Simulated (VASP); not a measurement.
# Be16Se9S7 (P1) in VASP: a series of runs, part 2 of 3

VASP 6.6.1.

**3. Relaxation of volume and atoms at fixed shape, PBEsol**

Input file INCAR:

```
SYSTEM = Be16Se9S7
  PREC = Accurate
  ENCUT = 500
  EDIFF = 1E-7
  ISMEAR = -1
  SIGMA = 0.05
  LREAL = Auto
  LASPH = .True.
  NELM = 120
  ALGO = Normal
  ISIF = 8
  LWAVE = .False.
  LCHARG = .False.
  GGA = PS
  IBRION = 2
  NSW = 100
  EDIFFG = -0.03
  ISYM = -1
  GGA_COMPAT = .False.
  NELMIN = 4
```

Input file KPOINTS:

```
explicit points
1
Reciprocal
  0.25000000   0.25000000   0.25000000 1
```

Input file POSCAR:

```
Be16Se9S7
1.0
   10.0017170000      0.0000000000      0.0000000000
    0.0000000000     10.0017170000      0.0000000000
    0.0000000000      0.0000000000     10.0017170000
Be Se S
32 18 14
Direct
    0.0036420000      0.9969560000      0.9998780000
    0.9994630000      0.0013510000      0.4999580000
    0.9972480000      0.5003170000      0.0017230000
    0.0002460000      0.4965840000      0.4976180000
    0.5019810000      0.9968550000      0.0022450000
    0.4995190000      0.0029940000      0.5003900000
    0.5010860000      0.4996590000      0.9962590000
    0.4998190000      0.5016820000      0.5015160000
    0.2496140000      0.2465790000      0.0011130000
    0.2521690000      0.2513720000      0.5018260000
    0.2474680000      0.7487610000      0.9997570000
    0.2478730000      0.7515640000      0.4995610000
    0.7480830000      0.2485810000      0.9975130000
    0.7512130000      0.2535020000      0.4989540000
    0.7523480000      0.7493660000      0.0014420000
    0.7480720000      0.7521570000      0.4986100000
    0.2504880000      0.0007610000      0.2486980000
    0.2480400000      0.9985670000      0.7491750000
    0.2509210000      0.4983630000      0.2489030000
    0.2510660000      0.4999760000      0.7474010000
    0.7489660000      0.0017870000      0.2513790000
    0.7502130000      0.9970840000      0.7493540000
    0.7483560000      0.5009140000      0.2513340000
    0.7484740000      0.4972110000      0.7536930000
    0.9966410000      0.2473690000      0.2504500000
    0.0027170000      0.2526280000      0.7494630000
    0.0001230000      0.7525160000      0.2512740000
    0.0034450000      0.7475060000      0.7504290000
    0.4985870000      0.2482050000      0.2480630000
    0.5004310000      0.2517600000      0.7520650000
    0.4976750000      0.7479270000      0.2470910000
    0.5000910000      0.7491320000      0.7480150000
    0.1283520000      0.1201930000      0.1242820000
    0.1251660000      0.1239990000      0.6289820000
    0.1255970000      0.6257360000      0.6234920000
    0.6269440000      0.1272590000      0.1247910000
    0.6295350000      0.1239600000      0.6259760000
    0.6241430000      0.6223380000      0.1258830000
    0.3744580000      0.8726860000      0.1235170000
    0.8739930000      0.3770780000      0.6258590000
    0.8722810000      0.8717210000      0.1262810000
    0.3761650000      0.1265920000      0.3697330000
    0.3776040000      0.6248580000      0.8744850000
    0.8736780000      0.1263080000      0.3739090000
    0.8763580000      0.1263710000      0.8771480000
    0.8765190000      0.6275200000      0.8730210000
    0.1213650000      0.3734320000      0.3781670000
    0.1262410000      0.8718020000      0.3780520000
    0.6256810000      0.3791180000      0.8788320000
    0.6271150000      0.8742390000      0.8751620000
    0.1238470000      0.6247700000      0.1244060000
    0.6288540000      0.6247610000      0.6252680000
    0.3744150000      0.3726310000      0.1232310000
    0.3769170000      0.3758710000      0.6209440000
    0.3761950000      0.8778810000      0.6287790000
    0.8766880000      0.3778150000      0.1267180000
    0.8748710000      0.8763060000      0.6273390000
    0.3723360000      0.1253260000      0.8767280000
    0.3767300000      0.6273720000      0.3741310000
    0.8776540000      0.6212140000      0.3754070000
    0.1264810000      0.3761280000      0.8785340000
    0.1264990000      0.8741940000      0.8757010000
    0.6234230000      0.3736410000      0.3762450000
    0.6289900000      0.8772810000      0.3741160000
```

Potentials or basis: VASP PAW PBE potentials, release 64 (Be, Se, S).

Command:

```sh
> cat potpaw_PBE.64/Be/POTCAR potpaw_PBE.64/Se/POTCAR potpaw_PBE.64/S/POTCAR > POTCAR
> mpirun -np 1 vasp_std > vasp.out
```

OUTCAR:

```text
SYSTEM = Be16Se9S7
   PREC = Accurate
   ENCUT = 500
   EDIFF = 1E-7
   ISMEAR = -1
   LREAL = Auto
   LASPH = .True.
   NELM = 120
   ISIF = 8
   GGA = PS
   IBRION = 2
   NSW = 100
   EDIFFG = -0.03
   ISYM = -1
   NELMIN = 4

 ion  position               nearest neighbor table
   1  0.004  0.997  1.000-  62 2.14  33 2.15  45 2.19  41 2.21
   2  0.999  0.001  0.500-  44 2.18  57 2.18  34 2.18  48 2.18
   3  0.997  0.500  0.002-  56 2.13  51 2.16  61 2.18  46 2.18
   4  0.000  0.497  0.498-  47 2.10  60 2.13  40 2.16  35 2.20
   5  0.502  0.997  0.002-  39 2.15  50 2.16  36 2.18  58 2.22
   6  0.500  0.003  0.500-  37 2.18  55 2.18  42 2.18  64 2.20
[... 56 lines left out ...]
  63  0.623  0.374  0.376-  14 2.14   8 2.18  23 2.18  29 2.19
  64  0.629  0.877  0.374-  21 2.12  16 2.13   6 2.20  31 2.24

IMPORTANT INFORMATION: All symmetrisations will be switched off!
NOSYMM: (Re-)initialisation of all symmetry stuff for point group C_1.

----------------------------------------------------------------------------------------

                                     Primitive cell

  volume of cell :    1000.5152

  direct lattice vectors                    reciprocal lattice vectors
    10.001717000  0.000000000  0.000000000     0.099982833  0.000000000  0.000000000
     0.000000000 10.001717000  0.000000000     0.000000000  0.099982833  0.000000000
     0.000000000  0.000000000 10.001717000     0.000000000  0.000000000  0.099982833

  length of vectors
    10.001717000 10.001717000 10.001717000     0.099982833  0.099982833  0.099982833

  position of ions in fractional coordinates (direct lattice)
     0.003642000  0.996956000  0.999878000
     0.999463000  0.001351000  0.499958000
     0.997248000  0.500317000  0.001723000
     0.000246000  0.496584000  0.497618000
     0.501981000  0.996855000  0.002245000
     0.499519000  0.002994000  0.500390000
[... 56 lines left out ...]
     0.623423000  0.373641000  0.376245000
     0.628990000  0.877281000  0.374116000

  ion indices of the primitive-cell ions
   primitive index   ion index
                 1           1
                 2           2
                 3           3
                 4           4
                 5           5
                 6           6
[... 56 lines left out ...]
                63          63
                64          64

----------------------------------------------------------------------------------------

 KPOINTS: explicit points

Read explicit list of k-points.

 Found      1 k-points:

 Following reciprocal coordinates:
            Coordinates               Weight
  0.250000  0.250000  0.250000      1.000000
   k-points           NKPTS =      1   k-points in BZ     NKDIM =      1   number of bands    NBANDS=    161
   number of dos      NEDOS =    301   number of ions     NIONS =     64
   total plane-waves  NPLWV = 512000
   dimension x,y,z NGX =    80 NGY =   80 NGZ =   80
   dimension x,y,z NGXF=   160 NGYF=  160 NGZF=  160
   ions per type =              32  18  14
   NGX,Y,Z   is equivalent  to a cutoff of  13.30, 13.30, 13.30 a.u.
   NGXF,Y,Z  is equivalent  to a cutoff of  26.59, 26.59, 26.59 a.u.
 SYSTEM =  Be16Se9S7
   PREC   = accura    normal or accurate (medium, high low for compatibility)
   ISTART =      0    job   : 0-new  1-cont  2-samecut
   ICHARG =      2    charge: 1-file 2-atom 10-const
   ISPIN  =      1    spin polarized calculation?
   LNONCOLLINEAR =      F non collinear calculations
   LSORBIT =      F    spin-orbit coupling
   LASPH  =      T    aspherical Exc in radial PAW
   ENCUT  =  500.0 eV  36.75 Ry    6.06 a.u.  18.24 18.24 18.24*2*pi/ulx,y,z
   NELM   =    120;   NELMIN=  4; NELMDL= -5     # of ELM steps
   EDIFF  = 0.1E-06   stopping-criterion for ELM
   LREAL  =      T    real-space projection
   EDIFFG = -.3E-01   stopping-criterion for IOM
   NSW    =    100    number of steps for IOM
   IBRION =      2    ionic relax: 0-MD 1-quasi-New 2-CG
   NFREE  =      1    steps in history (QN), initial steepest desc. (CG)
   ISIF   =      8    stress and relaxation
   ISYM   =     -1    0-nonsym 1-usesym 2-fastsym
   POTIM  = 0.5000    time-step for ionic-motion
   TEBEG  =    0.0;   TEEND  =   0.0 temperature during run
   PSTRESS=    0.0 pullay stress
   NELECT =     256.0000    total number of electrons
   NUPDOWN=      -1.0000    fix difference up-down
   EMIN   =  10.00;   EMAX   =-10.00  energy-range for DOS
   EFERMI =   0.00;   METHOD = LEGACY
   ISMEAR =    -1;   SIGMA  =   0.05  broadening in eV -4-tet -1-fermi 0-gaus
   EFERMI_NEDOS =   21; number of points for ismear=-14 and -15
   IALGO  =     38    algorithm
   IMIX   =      4    mixing-type and parameters
     AMIX     =   0.40;   BMIX     =  1.00
     AMIX_MAG =   1.60;   BMIX_MAG =  1.00
  volume/ion in A,a.u.               =      15.63       105.50
  Fermi-wavevector in a.u.,A,eV,Ry     =   1.039314  1.964019 14.696664  1.080174
  Thomas-Fermi vector in A             =   2.173839
   LORBIT       =      0    0 simple, 1 ext, 2 COOP (PROOUT), +10 PAW based schemes
   GGA     = PS    functional components
   LHFCALC =     F    Hartree Fock is set to
   AEXX    =    0.0000 exact exchange contribution
   IVDW    =     0    specifies the selected vdW correction
   LEPSILON=     F    determine dielectric tensor
   LRPA    =     F    only Hartree local field effects (RPA)
 conjugate gradient relaxation of ions
 non-spin polarized calculation
  energy-cutoff  :      500.00
  volume of cell :     1000.52
 maximum number of plane-waves:     25377
 NGX is ok and might be reduce to    72
   NGX = 37   NGY = 37   NGZ = 37

--------------------------------------- Ionic step        1  -------------------------------------------

 number of electron     255.9999997 magnetization

 Free energy of the ion-electron system (eV)
  ---------------------------------------------------
  ext. energy  EPLUGINS =         0.00000000
  ---------------------------------------------------
  free energy    TOTEN  =      -315.49629591 eV

  energy without entropy =     -315.49629591  energy(sigma->0) =     -315.49629591

------------------------ aborting loop because EDIFF is reached ----------------------------------------

  FORCE on cell =-STRESS in cart. coord.  units (eV):
  Direction    XX          YY          ZZ          XY          YZ          ZX
  --------------------------------------------------------------------------------------
  -------------------------------------------------------------------------------------
  Total        5.2191613      4.8424145      5.1676819     -4.5285260     -4.6653248     -3.8854451
  in kB        8.3577162      7.7544118      8.2752794     -7.2517656     -7.4708287     -6.2219665
  external PRESSURE =       8.1291358 kB  Pullay stress =       0.0000000 kB
[... 275 lines left out ...]
  FREE ENERGIE OF THE ION-ELECTRON SYSTEM (eV)
  ---------------------------------------------------
  free  energy   TOTEN  =      -316.8665153656 eV

  energy  without entropy=     -316.8665153655  energy(sigma->0) =     -316.86651537

[... ionic steps 4 to 9 ...]

--------------------------------------- Ionic step       10  -------------------------------------------

 number of electron     255.9999997 magnetization

------------------------ aborting loop because EDIFF is reached ----------------------------------------

  FORCE on cell =-STRESS in cart. coord.  units (eV):
  Direction    XX          YY          ZZ          XY          YZ          ZX
  --------------------------------------------------------------------------------------
  -------------------------------------------------------------------------------------
  Total        0.0336573     -0.1084364      0.3114894     -3.9405637     -4.0444937     -3.9655993
  in kB        0.0537435     -0.1731498      0.4973819     -6.2922370     -6.4581910     -6.3322136
  external PRESSURE =       0.1259919 kB  Pullay stress =       0.0000000 kB
[... 181 lines left out ...]
  energy  without entropy=     -317.2352239933  energy(sigma->0) =     -317.23522399

--------------------------------------- Ionic step       12  -------------------------------------------

 number of electron     255.9999998 magnetization

 Free energy of the ion-electron system (eV)
  ---------------------------------------------------
  ext. energy  EPLUGINS =         0.00000000
  ---------------------------------------------------
  free energy    TOTEN  =      -317.23629113 eV

  energy without entropy =     -317.23629113  energy(sigma->0) =     -317.23629113

 E-fermi :   4.8603     XC(G=0):  -9.7485

 val. band max:        3.6165597886   @ k =   0.2500   0.2500   0.2500
 cond. band min:       6.8748346813   @ k =   0.2500   0.2500   0.2500
 fundamental gap:      3.2582748927
 Fermi energy:         4.8603476756

 k-point     1 :       0.2500    0.2500    0.2500
  band No.  band energies     occupation
      1      -9.9659      2.00000
      2      -9.5869      2.00000
      3      -9.5469      2.00000
      4      -9.5150      2.00000
      5      -9.2369      2.00000
      6      -9.1927      2.00000
[... 132 lines left out ...]
    139       8.4176      0.00000
    140       8.4323      0.00000
 [bands above 140 left out]

------------------------ aborting loop because EDIFF is reached ----------------------------------------

  FORCE on cell =-STRESS in cart. coord.  units (eV):
  Direction    XX          YY          ZZ          XY          YZ          ZX
  --------------------------------------------------------------------------------------
  -------------------------------------------------------------------------------------
  Total       -0.1283565     -0.2790605      0.1401260     -3.9473432     -4.0473505     -3.9313617
  in kB       -0.2048913     -0.4454551      0.2236786     -6.3010150     -6.4606534     -6.2755043
  external PRESSURE =      -0.1422226 kB  Pullay stress =       0.0000000 kB
[... 79 lines left out ...]
  FREE ENERGIE OF THE ION-ELECTRON SYSTEM (eV)
  ---------------------------------------------------
  free  energy   TOTEN  =      -317.2362911274 eV

  energy  without entropy=     -317.2362911273  energy(sigma->0) =     -317.23629113

 reached required accuracy - stopping structural energy minimisation
```

Run time: 49 min. Hardware: 1 thread of Intel Xeon Platinum 8559C (Emerald Rapids), shared host; peak memory 1.1 GiB.

Results:

| Item | Value |
| --- | --- |
| Free energy | -317.2363 eV |
| Relaxed volume | 15.68 Å³/atom |
| Relaxed cell | a = 10.012 Å, b = 10.012 Å, c = 10.012 Å, α = 90.00°, β = 90.00°, γ = 90.00° |
| Space group after relaxing (to 0.1 Å) | P1 (No. 1) |
| Energy gained by relaxing | 27.2 meV/atom |
| Ionic steps | 12 |
| Pressure after relaxing | 0.0 GPa |
| Largest force after relaxing | 0.016 eV/Å |
| Band gap on the k mesh | 3.26 eV |

Forces on the atoms (eV/Å):
```
Be   0.002  0.014 -0.002
Be  -0.004 -0.008 -0.005
Be   0.003 -0.001 -0.001
Be  -0.002 -0.004  0.002
Be   0.007  0.008  0.001
Be  -0.003 -0.005 -0.001
Be   0.008  0.003  0.006
Be   0.003 -0.006  0.002
Be   0.005  0.002 -0.005
Be  -0.006 -0.002  0.004
Be  -0.005  0.012  0.009
Be  -0.007 -0.007 -0.002
Be   0.005 -0.006  0.002
Be   0.003 -0.011 -0.005
Be  -0.004  0.006 -0.008
Be  -0.003 -0.003  0.004
Be  -0.004  0.006  0.000
Be  -0.008  0.008  0.002
Be   0.001  0.008 -0.006
Be  -0.005 -0.001  0.004
Be   0.003  0.002 -0.002
Be  -0.002 -0.001 -0.001
Be   0.006 -0.001 -0.003
Be   0.002 -0.009  0.002
Be   0.000  0.000  0.003
Be  -0.005 -0.007  0.001
Be   0.003 -0.001 -0.011
Be  -0.003  0.009  0.011
Be   0.008 -0.008  0.004
Be  -0.004 -0.005  0.000
Be   0.001  0.000 -0.003
Be   0.003 -0.006  0.007
Se  -0.005  0.008  0.000
Se  -0.005 -0.010 -0.005
Se  -0.004  0.004  0.011
Se   0.004  0.000  0.000
Se  -0.001 -0.003 -0.005
Se   0.010  0.006 -0.001
Se   0.008  0.006  0.000
Se  -0.003 -0.013 -0.001
Se   0.008  0.010 -0.007
Se   0.001 -0.003  0.005
Se  -0.002  0.002  0.006
Se   0.007 -0.007 -0.005
Se  -0.008  0.000 -0.001
Se  -0.001  0.001 -0.003
Se   0.003  0.004  0.002
Se  -0.001 -0.001 -0.007
Se   0.004 -0.007  0.002
Se  -0.005  0.006  0.004
S    0.006  0.003 -0.009
S    0.003 -0.003  0.002
S    0.004 -0.005  0.004
S    0.000  0.002  0.002
S   -0.008 -0.001  0.001
S   -0.001  0.006 -0.005
S   -0.009 -0.001  0.003
S   -0.007  0.005  0.003
S   -0.002  0.000 -0.001
S    0.000  0.001 -0.005
S   -0.003 -0.005 -0.002
S    0.000  0.010  0.002
S    0.006 -0.005  0.000
S    0.008  0.002  0.001
```

Step by step:
| step | energy change (eV) | largest force (eV/Å) | pressure (GPa) | volume (Å³) |
| --- | --- | --- | --- | --- |
| 1 | 0.0000 | 1.4277 | 0.81 | 1000.52 |
| 2 | -1.1729 | 0.6508 | -0.53 | 1012.04 |
| 3 | -1.3702 | 0.7154 | -1.20 | 1019.23 |
| 4 | -1.6403 | 0.3713 | 0.14 | 1002.35 |
| 5 | -1.6592 | 0.2570 | 0.63 | 996.65 |
| 6 | -1.7231 | 0.1051 | 0.03 | 1003.31 |
| 7 | -1.7249 | 0.1023 | -0.08 | 1004.59 |
| 8 | -1.7336 | 0.0549 | -0.02 | 1003.80 |
| 9 | -1.7349 | 0.0790 | 0.01 | 1003.36 |
| 10 | -1.7379 | 0.0366 | 0.01 | 1003.38 |
| 11 | -1.7389 | 0.0333 | 0.01 | 1003.39 |
| 12 | -1.7400 | 0.0160 | -0.01 | 1003.70 |

Final structure:
```
Be Se S
1.0
    10.01233    0.00000    0.00000
     0.00000   10.01233    0.00000
     0.00000    0.00000   10.01233
Be Se S
32 18 14
Direct
  0.00615 0.99387 0.99530
  0.99597 0.99550 0.50540
  0.00605 0.49519 0.00467
  0.99585 0.50678 0.49460
  0.49472 0.00542 0.99420
  0.50041 0.98996 0.50023
  0.49446 0.49649 0.00527
  0.50031 0.50064 0.49963
  0.25542 0.25441 0.99578
  0.25507 0.25503 0.50469
  0.23958 0.74740 0.99915
  0.26124 0.74820 0.50066
  0.75580 0.25514 0.00481
  0.74241 0.25551 0.49554
  0.74849 0.74781 0.00086
  0.75028 0.74818 0.49919
  0.24906 0.00102 0.25066
  0.25641 0.99389 0.75457
  0.25588 0.50567 0.24553
  0.24936 0.49052 0.74930
  0.74319 0.99349 0.25552
  0.75549 0.99634 0.74398
  0.75451 0.49576 0.25586
  0.74344 0.50691 0.74465
  0.99632 0.25354 0.24486
  0.00621 0.25628 0.75548
  0.00011 0.73734 0.25099
  0.00181 0.75815 0.74897
  0.49944 0.26151 0.25038
  0.49075 0.24864 0.74929
  0.50061 0.74851 0.26052
  0.49973 0.74778 0.73935
  0.12688 0.12729 0.12151
  0.12857 0.12418 0.62909
  0.12742 0.62581 0.62481
  0.62370 0.12785 0.12652
  0.62276 0.12400 0.62409
  0.62485 0.62208 0.13063
  0.37402 0.87293 0.12512
  0.87404 0.37838 0.62407
  0.87659 0.87178 0.12732
  0.37804 0.12661 0.37648
  0.37285 0.62365 0.87346
  0.87238 0.12526 0.37567
  0.87837 0.12528 0.87535
  0.87816 0.62477 0.87509
  0.12694 0.37888 0.37282
  0.12567 0.87071 0.37711
  0.62276 0.37559 0.87513
  0.62417 0.87462 0.87126
  0.12571 0.62199 0.12563
  0.62386 0.62640 0.61974
  0.37389 0.37723 0.12558
  0.37685 0.37651 0.62531
  0.37737 0.87309 0.62498
  0.87706 0.37796 0.12703
  0.87481 0.87211 0.62387
  0.37298 0.12643 0.87374
  0.37823 0.62378 0.37687
  0.87274 0.62469 0.37536
  0.12889 0.37556 0.87810
  0.12751 0.87399 0.87363
  0.62359 0.37961 0.37549
  0.62500 0.87053 0.37953
```

Levels at points of the mesh, in eV from the valence-band top:
| k point | band 124 | band 125 | band 126 | band 127 | band 128 | band 129 | band 130 | band 131 | band 132 | band 133 |
| --- | --- | --- | --- | --- | --- | --- | --- | --- | --- | --- |
| (0.25, 0.25, 0.25) | -0.57 | -0.50 | -0.41 | -0.10 | 0.00 | 3.26 | 3.32 | 3.39 | 3.99 | 4.02 |

Caveat: the PAW data sets were made with another functional, which shifts forces and pressure a little; a shifted mesh leaves out Γ, where band edges can lie.

(Continued in part 3 of 3.)
